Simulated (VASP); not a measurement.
# AlAs (F-43m) in VASP: single point with PBEsol

Aim: the single point of AlAs with PBEsol.

All numbers are computed with VASP 6.6.1; they aren't measurements. Logs are shortened: lines on timing, memory, paths and dates and some standing lists are left out, and cuts for length are marked.

## 1. The cell of the first run

The structure is cubic, space group F-43m (No. 216). The conventional cell has a = 5.661 Å, b = 5.661 Å, c = 5.661 Å, α = 90.00°, β = 90.00°, γ = 90.00°. As (site symmetry -43m) has 4 Al at 2.45 Å within 3.2 Å. Within 3.2 Å of Al (site symmetry -43m) lie 4 As at 2.45 Å.

## 2. Single point, PBEsol

The input, INCAR:

```
  PREC = Accurate
  ENCUT = 500
  EDIFF = 1E-6
  ISMEAR = 0
  SIGMA = 0.05
  LREAL = F
  LASPH = T
  NELM = 120
  ALGO = Normal
  ISIF = 2
  LWAVE = F
  LCHARG = F
  GGA = PS
  NBANDS = 11
  GGA_COMPAT = F
```

The input, KPOINTS:

```
Automatic mesh
0
Gamma
  9 9 9
```

The input, POSCAR:

```
AlAs
1.0
    0.0000000000      2.8304000000      2.8304000000
    2.8304000000      0.0000000000      2.8304000000
    2.8304000000      2.8304000000      0.0000000000
As Al
1 1
Direct
    0.7500000000      0.7500000000      0.7500000000
    0.0000000000      0.0000000000      0.0000000000
```

Potentials or basis: VASP PAW PBE potentials, release 64 (As, Al).

Command:

```
$ cat potpaw_PBE.64/As/POTCAR potpaw_PBE.64/Al/POTCAR > POTCAR
$ mpirun -np 1 vasp_std > vasp.out
```

OUTCAR:

```text
PREC = Accurate
   ENCUT = 500
   EDIFF = 1E-6
   ISMEAR = 0
   LREAL = F
   LASPH = T
   NELM = 120
   ISIF = 2
   GGA = PS

 ion  position               nearest neighbor table
   1  0.750  0.750  0.750-   2 2.45   2 2.45   2 2.45   2 2.45
   2  0.000  0.000  0.000-   1 2.45   1 2.45   1 2.45   1 2.45

  LATTYP: Found a face centered cubic cell.
 ALAT       =     5.6608000000

  Lattice vectors:

 A1 = (   0.0000000000,   2.8304000000,   2.8304000000)
 A2 = (   2.8304000000,   0.0000000000,   2.8304000000)
 A3 = (   2.8304000000,   2.8304000000,   0.0000000000)

Analysis of symmetry for initial positions (statically):
=====================================================================
 Subroutine PRICEL returns:
 Original cell was already a primitive cell.

 Routine SETGRP: Setting up the symmetry group for a
 face centered cubic supercell.

 Subroutine GETGRP returns: Found 24 space group operations
 (whereof 24 operations were pure point group operations)
 out of a pool of 48 trial point group operations.

The static configuration has the point symmetry T_d .

Analysis of symmetry for dynamics (positions and initial velocities):
=====================================================================
 Subroutine PRICEL returns:
 Original cell was already a primitive cell.

 Routine SETGRP: Setting up the symmetry group for a
 face centered cubic supercell.

 Subroutine GETGRP returns: Found 24 space group operations
 (whereof 24 operations were pure point group operations)
 out of a pool of 48 trial point group operations.

The dynamic configuration has the point symmetry T_d .

 Subroutine INISYM returns: Found 24 space group operations
 (whereof 24 operations are pure point group operations),
 and found     1 'primitive' translations

----------------------------------------------------------------------------------------

                                     Primitive cell

  volume of cell :      45.3496

  direct lattice vectors                    reciprocal lattice vectors
     0.000000000  2.830400000  2.830400000    -0.176653477  0.176653477  0.176653477
     2.830400000  0.000000000  2.830400000     0.176653477 -0.176653477  0.176653477
     2.830400000  2.830400000  0.000000000     0.176653477  0.176653477 -0.176653477

  length of vectors
     4.002790067  4.002790067  4.002790067     0.305972797  0.305972797  0.305972797

  position of ions in fractional coordinates (direct lattice)
     0.750000000  0.750000000  0.750000000
     0.000000000  0.000000000  0.000000000

  ion indices of the primitive-cell ions
   primitive index   ion index
                 1           1
                 2           2

----------------------------------------------------------------------------------------

 KPOINTS: Automatic mesh

Automatic generation of k-mesh.
 Grid dimensions read from file:
 generate k-points for:    9    9    9

 Generating k-lattice:

  Cartesian coordinates                     Fractional coordinates (reciprocal lattice)
    -0.019628164  0.019628164  0.019628164     0.111111111  0.000000000  0.000000000
     0.019628164 -0.019628164  0.019628164     0.000000000  0.111111111  0.000000000
     0.019628164  0.019628164 -0.019628164     0.000000000  0.000000000  0.111111111

  Length of vectors
     0.033996977  0.033996977  0.033996977

  Shift w.r.t. Gamma in fractional coordinates (k-lattice)
     0.000000000  0.000000000  0.000000000

 Subroutine IBZKPT returns following result:
 ===========================================

 Found     35 irreducible k-points:

 Following reciprocal coordinates:
            Coordinates               Weight
  0.000000  0.000000  0.000000      1.000000
  0.111111  0.000000  0.000000      8.000000
  0.222222  0.000000  0.000000      8.000000
  0.333333  0.000000  0.000000      8.000000
  0.444444  0.000000  0.000000      8.000000
  0.111111  0.111111  0.000000      6.000000
[... 16 lines left out ...]
 -0.333333  0.333333  0.000000     12.000000
  0.444444  0.444444  0.000000      6.000000
 [... further k-points ...]
   k-points           NKPTS =     35   k-points in BZ     NKDIM =     35   number of bands    NBANDS=     11
   number of dos      NEDOS =    301   number of ions     NIONS =      2
   total plane-waves  NPLWV =  27000
   dimension x,y,z NGX =    30 NGY =   30 NGZ =   30
   dimension x,y,z NGXF=    60 NGYF=   60 NGZF=   60
   ions per type =               1   1
   NGX,Y,Z   is equivalent  to a cutoff of  12.46, 12.46, 12.46 a.u.
   NGXF,Y,Z  is equivalent  to a cutoff of  24.92, 24.92, 24.92 a.u.
 SYSTEM =  unknown system
   PREC   = accura    normal or accurate (medium, high low for compatibility)
   ISTART =      0    job   : 0-new  1-cont  2-samecut
   ICHARG =      2    charge: 1-file 2-atom 10-const
   ISPIN  =      1    spin polarized calculation?
   LNONCOLLINEAR =      F non collinear calculations
   LSORBIT =      F    spin-orbit coupling
   LASPH  =      T    aspherical Exc in radial PAW
   ENCUT  =  500.0 eV  36.75 Ry    6.06 a.u.   7.30  7.30  7.30*2*pi/ulx,y,z
   NELM   =    120;   NELMIN=  2; NELMDL= -5     # of ELM steps
   EDIFF  = 0.1E-05   stopping-criterion for ELM
   LREAL  =      F    real-space projection
   EDIFFG = 0.1E-04   stopping-criterion for IOM
   NSW    =      0    number of steps for IOM
   IBRION =     -1    ionic relax: 0-MD 1-quasi-New 2-CG
   NFREE  =      0    steps in history (QN), initial steepest desc. (CG)
   ISIF   =      2    stress and relaxation
   ISYM   =      2    0-nonsym 1-usesym 2-fastsym
   POTIM  = 0.5000    time-step for ionic-motion
   TEBEG  =    0.0;   TEEND  =   0.0 temperature during run
   PSTRESS=    0.0 pullay stress
   NELECT =       8.0000    total number of electrons
   NUPDOWN=      -1.0000    fix difference up-down
   EMIN   =  10.00;   EMAX   =-10.00  energy-range for DOS
   EFERMI =   0.00;   METHOD = LEGACY
   ISMEAR =     0;   SIGMA  =   0.05  broadening in eV -4-tet -1-fermi 0-gaus
   EFERMI_NEDOS =   21; number of points for ismear=-14 and -15
   IALGO  =     38    algorithm
   IMIX   =      4    mixing-type and parameters
     AMIX     =   0.40;   BMIX     =  1.00
     AMIX_MAG =   1.60;   BMIX_MAG =  1.00
  volume/ion in A,a.u.               =      22.67       153.02
  Fermi-wavevector in a.u.,A,eV,Ry     =   0.918150  1.735052 11.469706  0.843000
  Thomas-Fermi vector in A             =   2.043199
   LORBIT       =      0    0 simple, 1 ext, 2 COOP (PROOUT), +10 PAW based schemes
   GGA     = PS    functional components
   LHFCALC =     F    Hartree Fock is set to
   AEXX    =    0.0000 exact exchange contribution
   IVDW    =     0    specifies the selected vdW correction
   LEPSILON=     F    determine dielectric tensor
   LRPA    =     F    only Hartree local field effects (RPA)
 non-spin polarized calculation
 Gauss-broadening in eV      SIGMA  =   0.05
  energy-cutoff  :      500.00
  volume of cell :       45.35
 maximum number of plane-waves:      1167
 NGX is ok and might be reduce to    30
   NGX = 15   NGY = 15   NGZ = 15

 number of electron       8.0000000 magnetization

 Free energy of the ion-electron system (eV)
  ---------------------------------------------------
  ext. energy  EPLUGINS =         0.00000000
  ---------------------------------------------------
  free energy    TOTEN  =       -10.06462783 eV

  energy without entropy =      -10.06462783  energy(sigma->0) =      -10.06462783

 E-fermi :   4.0063     XC(G=0):  -9.1958

 val. band max:        3.8014145026   @ k =   0.0000   0.0000   0.0000
 cond. band min:       5.1908018528   @ k =   0.4444   0.4444   0.0000
 fundamental gap:      1.3893873501
 Fermi energy:         4.0062662309

 k-point     1 :       0.0000    0.0000    0.0000
  band No.  band energies     occupation
      1      -8.0856      2.00000
      2       3.8014      2.00000
      3       3.8014      2.00000
      4       3.8014      2.00000
      5       5.7815      0.00000
      6       8.0649      0.00000
      7       8.0649      0.00000
      8       8.0649      0.00000
      9      12.5128      0.00000
     10      12.7923      0.00000
     11      12.7923      0.00000

 k-point     2 :       0.1111    0.0000    0.0000
  band No.  band energies     occupation
      1      -7.9640      2.00000
      2       2.5793      2.00000
      3       3.6705      2.00000
      4       3.6705      2.00000
      5       6.4898      0.00000
      6       8.2963      0.00000
      7       8.2963      0.00000
      8       8.3355      0.00000
      9      12.2451      0.00000
     10      12.2451      0.00000
     11      13.1309      0.00000

 k-point     3 :       0.2222    0.0000    0.0000
  band No.  band energies     occupation
      1      -7.6195      2.00000
      2       0.8087      2.00000
      3       3.3922      2.00000
      4       3.3922      2.00000
      5       6.4467      0.00000
      6       8.6500      0.00000
      7       8.6500      0.00000
      8       9.7596      0.00000
      9      11.9527      0.00000
     10      11.9527      0.00000
     11      13.1646      0.00000

 k-point     4 :       0.3333    0.0000    0.0000
  band No.  band energies     occupation
      1      -7.1344      2.00000
      2      -0.7180      2.00000
      3       3.1369      2.00000
      4       3.1369      2.00000
      5       6.1108      0.00000
      6       8.6229      0.00000
      7       8.6229      0.00000
      8      11.1856      0.00000
      9      12.7960      0.00000
     10      12.7960      0.00000
     11      13.0283      0.00000

 k-point     5 :       0.4444    0.0000    0.0000
  band No.  band energies     occupation
      1      -6.7239      2.00000
      2      -1.6676      2.00000
      3       2.9940      2.00000
      4       2.9940      2.00000
      5       5.9091      0.00000
      6       8.4597      0.00000
      7       8.4597      0.00000
      8      11.3931      0.00000
      9      14.3964      0.00000
     10      14.4913      0.00000
     11      14.4913      0.00000
[... 211 lines left out ...]
 k-point    21 :       0.4444    0.3333    0.0000
  band No.  band energies     occupation
      1      -6.4331      2.00000
      2      -1.1040      2.00000
      3       1.4070      2.00000
      4       1.8598      2.00000
      5       5.7153      0.00000
      6       6.8660      0.00000
      7      11.8642      0.00000
      8      12.2326      0.00000
      9      14.5490      0.00000
     10      15.8372      0.00000
     11      16.6303      0.00000

 k-point    22 :      -0.4444    0.3333    0.0000
  band No.  band energies     occupation
      1      -6.1900      2.00000
      2      -1.3758      2.00000
      3       0.5894      2.00000
      4       1.9525      2.00000
      5       5.9046      0.00000
      6       8.2751      0.00000
      7      11.5537      0.00000
      8      11.8285      0.00000
      9      13.5572      0.00000
     10      14.3090      0.00000
     11      17.6244      0.00000

 k-point    23 :      -0.3333    0.3333    0.0000
  band No.  band energies     occupation
      1      -6.2444      2.00000
      2      -1.2610      2.00000
      3       0.2351      2.00000
      4       2.2579      2.00000
      5       6.3079      0.00000
      6      10.0668      0.00000
      7      11.0719      0.00000
      8      11.3632      0.00000
      9      11.6713      0.00000
     10      12.6512      0.00000
     11      17.9991      0.00000

 k-point    24 :       0.4444    0.4444    0.0000
  band No.  band energies     occupation
      1      -6.2056      2.00000
      2      -1.4927      2.00000
      3       1.6586      2.00000
      4       1.6586      2.00000
      5       5.1908      0.00000
      6       6.0952      0.00000
      7      13.6623      0.00000
      8      13.6623      0.00000
      9      14.9257      0.00000
     10      16.2056      0.00000
     11      16.8030      0.00000

 [... further k-points ...]

------------------------ aborting loop because EDIFF is reached ----------------------------------------

  FORCE on cell =-STRESS in cart. coord.  units (eV):
  Direction    XX          YY          ZZ          XY          YZ          ZX
  --------------------------------------------------------------------------------------
  -------------------------------------------------------------------------------------
  Total        0.2316465      0.2316465      0.2316465      0.0000000      0.0000000     -0.0000000
  in kB        8.1839498      8.1839498      8.1839498      0.0000000      0.0000000     -0.0000000
  external PRESSURE =       8.1839498 kB  Pullay stress =       0.0000000 kB

 VOLUME and BASIS-vectors are now :
 -----------------------------------------------------------------------------
  energy-cutoff  :      500.00
  volume of cell :       45.35
      direct lattice vectors                 reciprocal lattice vectors
     0.000000000  2.830400000  2.830400000    -0.176653477  0.176653477  0.176653477
     2.830400000  0.000000000  2.830400000     0.176653477 -0.176653477  0.176653477
     2.830400000  2.830400000  0.000000000     0.176653477  0.176653477 -0.176653477

 POSITION                                       TOTAL-FORCE (eV/Angst)
 -----------------------------------------------------------------------------------
      4.24560      4.24560      4.24560        -0.000000     -0.000000      0.000000
      0.00000      0.00000      0.00000         0.000000      0.000000     -0.000000
 -----------------------------------------------------------------------------------
    total drift:                               -0.000000     -0.000000     -0.000000

  FREE ENERGIE OF THE ION-ELECTRON SYSTEM (eV)
  ---------------------------------------------------
  free  energy   TOTEN  =       -10.0646278273 eV

  energy  without entropy=      -10.0646278273  energy(sigma->0) =      -10.06462783
```

Wall time 26 s (1 thread of Intel Xeon 8259CL, shared host); peak memory 0.17 GiB.

What came out:

| Quantity | Value |
| --- | --- |
| Free energy | -10.0646 eV |
| Pressure | 0.8 GPa |
| Band gap on the k mesh | 1.39 eV (least direct gap 1.98 eV) |

Levels at points of the mesh, in eV from the valence-band top:
| k point | band 1 | band 2 | band 3 | band 4 | band 5 | band 6 | band 7 | band 8 |
| --- | --- | --- | --- | --- | --- | --- | --- | --- |
| (0.00, 0.00, 0.00) | -11.89 | 0.00 | 0.00 | 0.00 | 1.98 | 4.26 | 4.26 | 4.26 |

Caveat: the PAW data sets were made with another functional, which shifts forces and pressure a little; an odd mesh through Γ misses points on the zone boundary, where band edges can lie.
